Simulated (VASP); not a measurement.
# CdSe (F-43m) in VASP: a series of runs

Aim: see how the results for CdSe move with the level of theory and the settings. Levels: PBE, LDA, r2SCAN. Tasks: single point.

All numbers are computed with VASP 6.6.1; they aren't measurements. Logs are shortened: lines on timing, memory, paths and dates and some standing lists are left out, and cuts for length are marked.

### 1 The cell of the first run

It takes space group F-43m (No. 216, cubic). The conventional cell has a = 6.020 Å, b = 6.020 Å, c = 6.020 Å, α = 90.00°, β = 90.00°, γ = 90.00°. Within 3.4 Å of Cd (site symmetry -43m) lie 4 Se at 2.61 Å. Se (site symmetry -43m) has 4 Cd at 2.61 Å within 3.4 Å.

### 2 Single point, PBE

INCAR

```
SYSTEM = CdSe
PREC = Accurate
ENCUT = 500
EDIFF = 1E-6
ISMEAR = 0
SIGMA = 0.01
LREAL = .False.
LASPH = .True.
NELM = 120
ALGO = Normal
ISIF = 2
LWAVE = .False.
LCHARG = .False.
GGA = PE
NBANDS = 16
GGA_COMPAT = .False.
```

KPOINTS

```
regular mesh
0
Gamma
  8 8 8
  0 0 0
```

POSCAR

```
CdSe
1.0
    0.0000000000      3.0100000000      3.0100000000
    3.0100000000      0.0000000000      3.0100000000
    3.0100000000      3.0100000000      0.0000000000
Cd Se
1 1
Direct
    0.0000000000      0.0000000000      0.0000000000
    0.2500000000      0.2500000000      0.2500000000
```

Potentials or basis: VASP PAW PBE potentials, release 64 (Cd, Se).

Command:

```
> cat potpaw_PBE.64/Cd/POTCAR potpaw_PBE.64/Se/POTCAR > POTCAR
> mpirun -np 1 vasp_std > vasp.out
```

OUTCAR:

```text
SYSTEM = CdSe
   PREC = Accurate
   ENCUT = 500
   EDIFF = 1E-6
   ISMEAR = 0
   LREAL = .False.
   LASPH = .True.
   NELM = 120
   ISIF = 2
   GGA = PE

 ion  position               nearest neighbor table
   1  0.000  0.000  0.000-   2 2.61   2 2.61   2 2.61   2 2.61
   2  0.250  0.250  0.250-   1 2.61   1 2.61   1 2.61   1 2.61

  LATTYP: Found a face centered cubic cell.
 ALAT       =     6.0200000000

  Lattice vectors:

 A1 = (   0.0000000000,   3.0100000000,   3.0100000000)
 A2 = (   3.0100000000,   0.0000000000,   3.0100000000)
 A3 = (   3.0100000000,   3.0100000000,   0.0000000000)

Analysis of symmetry for initial positions (statically):
=====================================================================
 Subroutine PRICEL returns:
 Original cell was already a primitive cell.

 Routine SETGRP: Setting up the symmetry group for a
 face centered cubic supercell.

 Subroutine GETGRP returns: Found 24 space group operations
 (whereof 24 operations were pure point group operations)
 out of a pool of 48 trial point group operations.

The static configuration has the point symmetry T_d .

Analysis of symmetry for dynamics (positions and initial velocities):
=====================================================================
 Subroutine PRICEL returns:
 Original cell was already a primitive cell.

 Routine SETGRP: Setting up the symmetry group for a
 face centered cubic supercell.

 Subroutine GETGRP returns: Found 24 space group operations
 (whereof 24 operations were pure point group operations)
 out of a pool of 48 trial point group operations.

The dynamic configuration has the point symmetry T_d .

 Subroutine INISYM returns: Found 24 space group operations
 (whereof 24 operations are pure point group operations),
 and found     1 'primitive' translations

----------------------------------------------------------------------------------------

                                     Primitive cell

  volume of cell :      54.5418

  direct lattice vectors                    reciprocal lattice vectors
     0.000000000  3.010000000  3.010000000    -0.166112957  0.166112957  0.166112957
     3.010000000  0.000000000  3.010000000     0.166112957 -0.166112957  0.166112957
     3.010000000  3.010000000  0.000000000     0.166112957  0.166112957 -0.166112957

  length of vectors
     4.256782823  4.256782823  4.256782823     0.287716081  0.287716081  0.287716081

  position of ions in fractional coordinates (direct lattice)
     0.000000000  0.000000000  0.000000000
     0.250000000  0.250000000  0.250000000

[... 77 lines left out ...]
   LREAL  =      F    real-space projection
   EDIFFG = 0.1E-04   stopping-criterion for IOM
   NSW    =      0    number of steps for IOM
   IBRION =     -1    ionic relax: 0-MD 1-quasi-New 2-CG
   NFREE  =      0    steps in history (QN), initial steepest desc. (CG)
   ISIF   =      2    stress and relaxation
   ISYM   =      2    0-nonsym 1-usesym 2-fastsym
   POTIM  = 0.5000    time-step for ionic-motion
   TEBEG  =    0.0;   TEEND  =   0.0 temperature during run
   PSTRESS=    0.0 pullay stress
   NELECT =      18.0000    total number of electrons
   NUPDOWN=      -1.0000    fix difference up-down
   EMIN   =  10.00;   EMAX   =-10.00  energy-range for DOS
   EFERMI =   0.00;   METHOD = LEGACY
   ISMEAR =     0;   SIGMA  =   0.01  broadening in eV -4-tet -1-fermi 0-gaus
   EFERMI_NEDOS =   21; number of points for ismear=-14 and -15
   IALGO  =     38    algorithm
   IMIX   =      4    mixing-type and parameters
     AMIX     =   0.40;   BMIX     =  1.00
     AMIX_MAG =   1.60;   BMIX_MAG =  1.00
  volume/ion in A,a.u.               =      27.27       184.03
  Fermi-wavevector in a.u.,A,eV,Ry     =   1.131330  2.137903 17.414189  1.279907
  Thomas-Fermi vector in A             =   2.268028
   LORBIT       =      0    0 simple, 1 ext, 2 COOP (PROOUT), +10 PAW based schemes
   GGA     = PE    functional components
   LHFCALC =     F    Hartree Fock is set to
   AEXX    =    0.0000 exact exchange contribution
   IVDW    =     0    specifies the selected vdW correction
   LEPSILON=     F    determine dielectric tensor
   LRPA    =     F    only Hartree local field effects (RPA)
 non-spin polarized calculation
 Gauss-broadening in eV      SIGMA  =   0.01
  energy-cutoff  :      500.00
  volume of cell :       54.54
 maximum number of plane-waves:      1411
   NGX = 15   NGY = 15   NGZ = 15

 number of electron      17.9999993 magnetization

 Free energy of the ion-electron system (eV)
  ---------------------------------------------------
  ext. energy  EPLUGINS =         0.00000000
  ---------------------------------------------------
  free energy    TOTEN  =        -5.42271500 eV

  energy without entropy =       -5.42271500  energy(sigma->0) =       -5.42271500

 E-fermi :   1.2664     XC(G=0):  -9.0277

 val. band max:        1.1940373496   @ k =   0.0000   0.0000   0.0000
 cond. band min:       1.8670773206   @ k =   0.0000   0.0000   0.0000
 fundamental gap:      0.6730399710
 Fermi energy:         1.2663964110

 k-point     1 :       0.0000    0.0000    0.0000
  band No.  band energies     occupation
      1     -11.5795      2.00000
      2      -6.8519      2.00000
      3      -6.8519      2.00000
      4      -6.8519      2.00000
      5      -6.4427      2.00000
      6      -6.4427      2.00000
[... 433 lines left out ...]
      3      -6.6833      2.00000
      4      -6.4652      2.00000
      5      -6.4252      2.00000
      6      -6.0285      2.00000
[... 8 lines left out ...]
     15      12.9636      0.00000
     16      13.9509      0.00000

 [... further k-points ...]

------------------------ aborting loop because EDIFF is reached ----------------------------------------

  FORCE on cell =-STRESS in cart. coord.  units (eV):
  Direction    XX          YY          ZZ          XY          YZ          ZX
  --------------------------------------------------------------------------------------
  -------------------------------------------------------------------------------------
  Total        1.7424077      1.7424077      1.7424077     -0.0000000     -0.0000000      0.0000000
  in kB       51.1836061     51.1836061     51.1836061     -0.0000000     -0.0000000      0.0000000
  external PRESSURE =      51.1836061 kB  Pullay stress =       0.0000000 kB

 VOLUME and BASIS-vectors are now :
 -----------------------------------------------------------------------------
  energy-cutoff  :      500.00
  volume of cell :       54.54
      direct lattice vectors                 reciprocal lattice vectors
     0.000000000  3.010000000  3.010000000    -0.166112957  0.166112957  0.166112957
     3.010000000  0.000000000  3.010000000     0.166112957 -0.166112957  0.166112957
     3.010000000  3.010000000  0.000000000     0.166112957  0.166112957 -0.166112957

 POSITION                                       TOTAL-FORCE (eV/Angst)
 -----------------------------------------------------------------------------------
      0.00000      0.00000      0.00000         0.000000      0.000000      0.000000
      1.50500      1.50500      1.50500        -0.000000     -0.000000     -0.000000
 -----------------------------------------------------------------------------------
    total drift:                                0.000000      0.000000      0.000000

  FREE ENERGIE OF THE ION-ELECTRON SYSTEM (eV)
  ---------------------------------------------------
  free  energy   TOTEN  =        -5.4227149986 eV

  energy  without entropy=       -5.4227149986  energy(sigma->0) =       -5.42271500
```

Wall time 9.6 s (1 thread of Intel Xeon 6975P-C (Granite Rapids), shared host); peak memory 0.18 GiB.

What came out:

```
Free energy            : -5.4227 eV
Pressure               : 5.1 GPa
Band gap on the k mesh : 0.67 eV
```

Caveat: the cell stands under pressure.

(Continued in part 2 of 2.)
